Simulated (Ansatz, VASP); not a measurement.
One calculation of Si7P, two programs

```
CELL_PARAMETERS angstrom
2.51183 -3.61296 0.00000
2.51183 3.61296 0.00000
0.00000 0.00000 7.78526
ATOMIC_POSITIONS crystal
Si 0.00000 0.50000 0.25644
Si 0.50000 0.00000 0.25644
Si 0.23193 0.23193 0.46545
Si 0.76807 0.76807 0.46545
Si 0.50000 0.50000 0.05780
Si 0.00000 0.50000 0.87933
Si 0.50000 0.00000 0.87933
P 0.50000 0.50000 0.70737
```

Alike in both runs: functional PBE; k mesh 5 × 5 × 2; occupations gaussian, width 0.2 eV; no spin polarisation.

Ansatz relaxed the structure, and its values are those at the end. VASP's run is a single point on that final structure, the one shown.

|  | VASP | Ansatz |
| --- | --- | --- |
| version | VASP 6.6.1 | Ansatz 0.2.0 |
| potentials or method | VASP PAW PBE potentials, release 64 (Si, P), cutoff 520 eV | scalar-relativistic, plane waves, PAW |
| valence electrons in the cell | 33 | 33 |

```tsv
	VASP	Ansatz	Ansatz less VASP
gap on the k mesh at the Fermi level (eV)	none	none	-
pressure (GPa)	0.1	0.2	+0.07
rms of the force components (eV/Å)	0.010	0.011	+0.0010
```

A gap of «none» marks a metal or a gap that the smearing closes. The functional is the same, so the differences come from potentials, cutoffs and numerics.

The k mesh is coarse, so the values compare programs but aren't converged.
